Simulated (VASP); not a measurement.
# Au (Cmcm) in VASP: a series of runs

Au is run at these levels: PBEsol, LDA; tasks: single point.

Program: VASP 6.6.1. These are calculated values, not measurements. Logs are shortened: lines on timing, memory, paths and dates and some standing lists are left out, and cuts for length are marked.

## (1) The cell of the first run

It takes space group Cmcm (No. 63, orthorhombic). The conventional cell has a = 2.804 Å, b = 5.078 Å, c = 4.860 Å, α = 90.00°, β = 90.00°, γ = 90.00°. Au (site symmetry m2m) has 12 Au at 2.80 to 2.95 Å within 3.7 Å.

## (2) Single point, PBEsol (volume scaled by 0.98)

INCAR

```
PREC = Accurate
ENCUT = 520
EDIFF = 1E-6
ISMEAR = -1
SIGMA = 0.05
LREAL = F
LASPH = T
NELM = 80
ALGO = Normal
ISIF = 2
LWAVE = F
LCHARG = F
GGA = PS
NBANDS = 18
```

KPOINTS

```
Automatic mesh
0
Gamma
  11 11 6
```

POSCAR

```
Au
1.0
    1.4018378006     -2.5387785952      0.0000000000
    1.4018378006      2.5387785952      0.0000000000
    0.0000000000      0.0000000000      4.8603285560
Au
2
Direct
    0.3346720300      0.6653279700      0.2500000000
    0.6653279700      0.3346720300      0.7500000000
```

Potentials or basis: VASP PAW PBE potentials, release 64 (Au).

Started as:

```
> cat potpaw_PBE.64/Au/POTCAR > POTCAR
> mpirun -np 1 vasp_std > vasp.out
```

OUTCAR:

```text
PREC = Accurate
   ENCUT = 520
   EDIFF = 1E-6
   ISMEAR = -1
   LREAL = F
   LASPH = T
   NELM = 80
   ISIF = 2
   GGA = PS

 ion  position               nearest neighbor table
   1  0.335  0.665  0.250-   2 2.93   2 2.93   2 2.93   2 2.93   2 2.95   2 2.95
   2  0.665  0.335  0.750-   1 2.93   1 2.93   1 2.93   1 2.93   1 2.95   1 2.95

  LATTYP: Found a base centered orthorhombic cell.
 ALAT       =     2.8036756012
 B/A-ratio  =     1.8110359088
 C/A-ratio  =     1.7335559627

  Lattice vectors:

 A1 = (   1.4018378006,  -2.5387785952,   0.0000000000)
 A2 = (   1.4018378006,   2.5387785952,   0.0000000000)
 A3 = (   0.0000000000,   0.0000000000,   4.8603285560)

Analysis of symmetry for initial positions (statically):
=====================================================================
 Subroutine PRICEL returns:
 Original cell was already a primitive cell.

 Routine SETGRP: Setting up the symmetry group for a
 base centered orthorhombic supercell.

 Subroutine GETGRP returns: Found  8 space group operations
 (whereof  4 operations were pure point group operations)
 out of a pool of  8 trial point group operations.

The static configuration has the point symmetry C_2h.
 The point group associated with its full space group is D_2h.

Analysis of symmetry for dynamics (positions and initial velocities):
=====================================================================
 Subroutine PRICEL returns:
 Original cell was already a primitive cell.

 Routine SETGRP: Setting up the symmetry group for a
 base centered orthorhombic supercell.

 Subroutine GETGRP returns: Found  8 space group operations
 (whereof  4 operations were pure point group operations)
 out of a pool of  8 trial point group operations.

The dynamic configuration has the point symmetry C_2h.
 The point group associated with its full space group is D_2h.

 Subroutine INISYM returns: Found  8 space group operations
 (whereof  4 operations are pure point group operations),
 and found     1 'primitive' translations

----------------------------------------------------------------------------------------

                                     Primitive cell

  volume of cell :      34.5954

  direct lattice vectors                    reciprocal lattice vectors
     1.401837801 -2.538778595  0.000000000     0.356674645 -0.196945098  0.000000000
     1.401837801  2.538778595  0.000000000     0.356674645  0.196945098  0.000000000
     0.000000000  0.000000000  4.860328556     0.000000000  0.000000000  0.205747408

  length of vectors
     2.900094132  2.900094132  4.860328556     0.407436098  0.407436098  0.205747408

  position of ions in fractional coordinates (direct lattice)
     0.334672030  0.665327970  0.250000000
     0.665327970  0.334672030  0.750000000

  ion indices of the primitive-cell ions
   primitive index   ion index
                 1           1
                 2           2

----------------------------------------------------------------------------------------

 KPOINTS: Automatic mesh

Automatic generation of k-mesh.
 Grid dimensions read from file:
 generate k-points for:   11   11    6

 Generating k-lattice:

  Cartesian coordinates                     Fractional coordinates (reciprocal lattice)
     0.032424968 -0.017904100  0.000000000     0.090909091  0.000000000  0.000000000
     0.032424968  0.017904100  0.000000000     0.000000000  0.090909091  0.000000000
     0.000000000  0.000000000  0.034291235     0.000000000  0.000000000  0.166666667

  Length of vectors
     0.037039645  0.037039645  0.034291235

  Shift w.r.t. Gamma in fractional coordinates (k-lattice)
     0.000000000  0.000000000  0.000000000

 Subroutine IBZKPT returns following result:
 ===========================================

 Found    144 irreducible k-points:

 Following reciprocal coordinates:
            Coordinates               Weight
  0.000000  0.000000  0.000000      1.000000
  0.090909  0.000000  0.000000      4.000000
  0.181818  0.000000  0.000000      4.000000
  0.272727  0.000000  0.000000      4.000000
  0.363636  0.000000  0.000000      4.000000
  0.454545  0.000000  0.000000      4.000000
[... 16 lines left out ...]
 -0.272727  0.181818  0.000000      4.000000
 -0.181818  0.181818  0.000000      2.000000
 [... further k-points ...]
   k-points           NKPTS =    144   k-points in BZ     NKDIM =    144   number of bands    NBANDS=     18
   number of dos      NEDOS =    301   number of ions     NIONS =      2
   total plane-waves  NPLWV =  20736
   dimension x,y,z NGX =    24 NGY =   24 NGZ =   36
   dimension x,y,z NGXF=    48 NGYF=   48 NGZF=   72
   ions per type =               2
   NGX,Y,Z   is equivalent  to a cutoff of  13.76, 13.76, 12.31 a.u.
   NGXF,Y,Z  is equivalent  to a cutoff of  27.52, 27.52, 24.63 a.u.
 SYSTEM =  unknown system
   PREC   = accura    normal or accurate (medium, high low for compatibility)
   ISTART =      0    job   : 0-new  1-cont  2-samecut
   ICHARG =      2    charge: 1-file 2-atom 10-const
   ISPIN  =      1    spin polarized calculation?
   LNONCOLLINEAR =      F non collinear calculations
   LSORBIT =      F    spin-orbit coupling
   LASPH  =      T    aspherical Exc in radial PAW
   ENCUT  =  520.0 eV  38.22 Ry    6.18 a.u.   5.39  5.39  9.04*2*pi/ulx,y,z
   NELM   =     80;   NELMIN=  2; NELMDL= -5     # of ELM steps
   EDIFF  = 0.1E-05   stopping-criterion for ELM
   LREAL  =      F    real-space projection
   EDIFFG = 0.1E-04   stopping-criterion for IOM
   NSW    =      0    number of steps for IOM
   IBRION =     -1    ionic relax: 0-MD 1-quasi-New 2-CG
   NFREE  =      0    steps in history (QN), initial steepest desc. (CG)
   ISIF   =      2    stress and relaxation
   ISYM   =      2    0-nonsym 1-usesym 2-fastsym
   POTIM  = 0.5000    time-step for ionic-motion
   TEBEG  =    0.0;   TEEND  =   0.0 temperature during run
   PSTRESS=    0.0 pullay stress
   NELECT =      22.0000    total number of electrons
   NUPDOWN=      -1.0000    fix difference up-down
   EMIN   =  10.00;   EMAX   =-10.00  energy-range for DOS
   EFERMI =   0.00;   METHOD = LEGACY
   ISMEAR =    -1;   SIGMA  =   0.05  broadening in eV -4-tet -1-fermi 0-gaus
   EFERMI_NEDOS =   21; number of points for ismear=-14 and -15
   IALGO  =     38    algorithm
   IMIX   =      4    mixing-type and parameters
     AMIX     =   0.40;   BMIX     =  1.00
     AMIX_MAG =   1.60;   BMIX_MAG =  1.00
  volume/ion in A,a.u.               =      17.30       116.73
  Fermi-wavevector in a.u.,A,eV,Ry     =   1.407807  2.660369 26.965649  1.981919
  Thomas-Fermi vector in A             =   2.530028
   LORBIT       =      0    0 simple, 1 ext, 2 COOP (PROOUT), +10 PAW based schemes
   GGA     = PS    functional components
   LHFCALC =     F    Hartree Fock is set to
   AEXX    =    0.0000 exact exchange contribution
   IVDW    =     0    specifies the selected vdW correction
   LEPSILON=     F    determine dielectric tensor
   LRPA    =     F    only Hartree local field effects (RPA)
 non-spin polarized calculation
  energy-cutoff  :      520.00
  volume of cell :       34.60
 maximum number of plane-waves:       946
 NGX is ok and might be reduce to    24
   NGX = 11   NGY = 11   NGZ = 19

 number of electron      21.9999996 magnetization

 Free energy of the ion-electron system (eV)
  ---------------------------------------------------
  ext. energy  EPLUGINS =         0.00000000
  ---------------------------------------------------
  free energy    TOTEN  =        -7.82329750 eV

  energy without entropy =       -7.81587162  energy(sigma->0) =       -7.81958456

 E-fermi :   8.9633     XC(G=0): -12.7945

 val. band max:        8.9568251665   @ k =  -0.4545   0.1818   0.5000
 cond. band min:       8.9757101164   @ k =   0.1818   0.1818   0.3333
 fundamental gap:      0.0188849499
 Fermi energy:         8.9633326035

 k-point     1 :       0.0000    0.0000    0.0000
  band No.  band energies     occupation
      1      -0.7352      2.00000
      2       1.7068      2.00000
      3       4.1732      2.00000
      4       4.2351      2.00000
      5       4.5800      2.00000
      6       4.8321      2.00000
[... 10 lines left out ...]
     17      27.0913      0.00000
     18      28.0496      0.00000

 k-point     2 :       0.0909    0.0000    0.0000
  band No.  band energies     occupation
      1      -0.4669      2.00000
      2       1.9343      2.00000
      3       4.1334      2.00000
      4       4.4317      2.00000
      5       4.6536      2.00000
      6       4.8434      2.00000
[... 10 lines left out ...]
     17      26.1732      0.00000
     18      26.8899      0.00000

 k-point     3 :       0.1818    0.0000    0.0000
  band No.  band energies     occupation
      1       0.2865      2.00000
      2       2.4824      2.00000
      3       3.9965      2.00000
      4       4.5370      2.00000
      5       4.5484      2.00000
      6       4.9176      2.00000
[... 10 lines left out ...]
     17      25.4506      0.00000
     18      26.2965      0.00000

 k-point     4 :       0.2727    0.0000    0.0000
  band No.  band energies     occupation
      1       1.3082      2.00000
      2       2.7515      2.00000
      3       3.7080      2.00000
      4       4.1644      2.00000
      5       4.4200      2.00000
      6       4.8699      2.00000
[... 10 lines left out ...]
     17      24.7102      0.00000
     18      25.7347      0.00000

 k-point     5 :       0.3636    0.0000    0.0000
  band No.  band energies     occupation
      1       2.0702      2.00000
      2       2.5410      2.00000
      3       3.1191      2.00000
      4       4.5361      2.00000
      5       4.6142      2.00000
      6       4.8993      2.00000
[... 10 lines left out ...]
     17      22.2502      0.00000
     18      24.4694      0.00000

 k-point     6 :       0.4545    0.0000    0.0000
  band No.  band energies     occupation
      1       2.2854      2.00000
      2       2.3565      2.00000
      3       2.8194      2.00000
      4       4.4664      2.00000
      5       4.7659      2.00000
      6       4.9763      2.00000
[... 10 lines left out ...]
     17      20.9309      0.00000
     18      23.7203      0.00000

 k-point     7 :       0.0909    0.0909    0.0000
  band No.  band energies     occupation
      1       0.0654      2.00000
      2       2.3554      2.00000
      3       4.0866      2.00000
      4       4.7417      2.00000
      5       4.8031      2.00000
      6       4.8356      2.00000
[... 10 lines left out ...]
     17      25.6263      0.00000
     18      26.6270      0.00000

 k-point     8 :       0.1818    0.0909    0.0000
  band No.  band energies     occupation
      1       0.9949      2.00000
      2       2.8774      2.00000
      3       3.8742      2.00000
      4       3.9919      2.00000
      5       4.4736      2.00000
      6       4.7813      2.00000
[... 10 lines left out ...]
     17      26.0535      0.00000
     18      26.4153      0.00000
[... 229 lines left out ...]
     17      21.1142      0.00000
     18      22.7975      0.00000

 k-point    20 :       0.4545    0.1818    0.0000
  band No.  band energies     occupation
      1       2.8918      2.00000
      2       2.9131      2.00000
      3       2.9362      2.00000
      4       4.3407      2.00000
      5       4.5998      2.00000
      6       4.6523      2.00000
[... 10 lines left out ...]
     17      21.3013      0.00000
     18      22.7555      0.00000

 k-point    21 :      -0.4545    0.1818    0.0000
  band No.  band energies     occupation
      1       2.6544      2.00000
      2       3.1055      2.00000
      3       3.1772      2.00000
      4       3.9382      2.00000
      5       4.3658      2.00000
      6       4.8240      2.00000
[... 10 lines left out ...]
     17      22.8368      0.00000
     18      23.2924      0.00000

 k-point    22 :      -0.3636    0.1818    0.0000
  band No.  band energies     occupation
      1       1.8290      2.00000
      2       3.2296      2.00000
      3       3.4911      2.00000
      4       3.5878      2.00000
      5       4.4221      2.00000
      6       4.5155      2.00000
[... 10 lines left out ...]
     17      24.1507      0.00000
     18      25.0351      0.00000

 k-point    23 :      -0.2727    0.1818    0.0000
  band No.  band energies     occupation
      1       0.8530      2.00000
      2       2.7087      2.00000
      3       3.7471      2.00000
      4       4.0841      2.00000
      5       4.2259      2.00000
      6       4.8733      2.00000
[... 10 lines left out ...]
     17      25.4796      0.00000
     18      26.0771      0.00000

 k-point    24 :      -0.1818    0.1818    0.0000
  band No.  band energies     occupation
      1       0.2002      2.00000
      2       2.3514      2.00000
      3       3.8362      2.00000
      4       4.2234      2.00000
      5       4.5557      2.00000
      6       4.9474      2.00000
[... 10 lines left out ...]
     17      25.6045      0.00000
     18      25.8609      0.00000

 [... further k-points ...]
[... 5 lines left out ...]
  --------------------------------------------------------------------------------------
  -------------------------------------------------------------------------------------
  Total        0.1058279     -0.8816932     -0.8372907      0.0000000      0.0000000      0.0000000
  in kB        4.9010907    -40.8328641    -38.7765002      0.0000000      0.0000000      0.0000000
  external PRESSURE =     -24.9027579 kB  Pullay stress =       0.0000000 kB

 VOLUME and BASIS-vectors are now :
 -----------------------------------------------------------------------------
  energy-cutoff  :      520.00
  volume of cell :       34.60
      direct lattice vectors                 reciprocal lattice vectors
     1.401837801 -2.538778595  0.000000000     0.356674645 -0.196945098  0.000000000
     1.401837801  2.538778595  0.000000000     0.356674645  0.196945098  0.000000000
     0.000000000  0.000000000  4.860328556     0.000000000  0.000000000  0.205747408

 POSITION                                       TOTAL-FORCE (eV/Angst)
 -----------------------------------------------------------------------------------
      1.40184      0.83946      1.21508         0.000000     -0.027419     -0.000000
      1.40184     -0.83946      3.64525         0.000000      0.027419      0.000000
 -----------------------------------------------------------------------------------
    total drift:                               -0.000000     -0.000000     -0.000000

  FREE ENERGIE OF THE ION-ELECTRON SYSTEM (eV)
  ---------------------------------------------------
  free  energy   TOTEN  =        -7.8232974972 eV

  energy  without entropy=       -7.8158716225  energy(sigma->0) =       -7.81958456
```

It took 70 s on 1 thread of Intel Xeon Platinum 8175M at 2.50GHz (Skylake/Cascade Lake), shared host; peak memory 0.21 GiB.

Results:

```
Free energy            : -7.8233 eV
Pressure               : -2.5 GPa
Largest force          : 0.027 eV/Å
Band gap on the k mesh : zero (band 11 reaches 12.75 eV, above the bottom of band 12 at 6.48 eV)
```

Forces in eV/Å, atoms in the order of the input:
```
Au   0.000 -0.027  0.000
Au   0.000  0.027  0.000
```

Levels at points of the mesh, in eV from the Fermi level:
```csv
k point,band 8,band 9,band 10,band 11,band 12,band 13,band 14,band 15
"(0.00, 0.00, 0.00)",-3.48,-3.30,-2.14,-2.05,-1.15,2.53,14.58,15.57
"(0.00, 0.00, 0.50)",-4.19,-2.62,-2.62,-2.46,-2.46,10.35,10.35,14.92
```

Caveat: the cell differs from its parent crystal (volume scaled by 0.98); the PAW data sets were made with another functional, which shifts forces and pressure a little; spin-orbit coupling is left out, which moves the levels of the heavy elements.

## (3) Single point, LDA

This run uses another cell than the first one, of 17.65 Å³/atom, 1.020 times its volume.

INCAR

```
SYSTEM = Au
PREC = Accurate ; ENCUT = 520
EDIFF = 1E-6 ; ISMEAR = -1
SIGMA = 0.05 ; LREAL = .FALSE.
LASPH = .TRUE. ; NELM = 100
ALGO = Normal ; ISIF = 2
LWAVE = .FALSE. ; LCHARG = .TRUE.
GGA = CA ; LELF = .TRUE.
LVHAR = .TRUE. ; NBANDS = 18
```

KPOINTS

```
regular mesh
0
G
  11 11 6
  0 0 0
```

POSCAR

```
Au
1.0
    1.4113099650     -2.5559330250      0.0000000000
    1.4113099650      2.5559330250      0.0000000000
    0.0000000000      0.0000000000      4.8931696100
Au
2
Direct
    0.3346720300      0.6653279700      0.2500000000
    0.6653279700      0.3346720300      0.7500000000
```

Potentials or basis: VASP PAW LDA potentials, release 64 (Au).

Started as:

```
> cat potpaw_LDA.64/Au/POTCAR > POTCAR
> mpirun -np 1 vasp_std > vasp.out
```

It took 66 s on 1 thread of Intel Xeon Platinum 8175M at 2.50GHz (Skylake/Cascade Lake), shared host; peak memory 0.19 GiB.

The run converged. Its results:

```yaml
Free_energy: -8.8100 eV
Pressure: -9.3 GPa
Largest_force: 0.015 eV/Å
Band_gap_on_the_k_mesh: zero (band 11 reaches 12.35 eV, above the bottom of band 12 at 6.17 eV)
```

Forces in eV/Å, atoms in the order of the input:
```
Au   0.000 -0.015  0.000
Au   0.000  0.015  0.000
```

Stress tensor (GPa, compression positive):
```
 -6.92   0.00   0.00
  0.00 -10.70   0.00
  0.00   0.00 -10.13
```

Levels at points of the mesh, in eV from the Fermi level:
```tsv
k point	band 7	band 8	band 9	band 10	band 11	band 12	band 13	band 14	band 15	band 16
(0.00, 0.00, 0.00)	-3.81	-3.43	-3.26	-2.13	-2.05	-1.02	2.43	14.59	15.53	16.73
(0.00, 0.00, 0.50)	-4.12	-4.12	-2.60	-2.60	-2.44	-2.44	10.23	10.23	14.90	14.90
```

Caveat: spin-orbit coupling is left out, which moves the levels of the heavy elements.

(Part 1 of 2 ends here.)
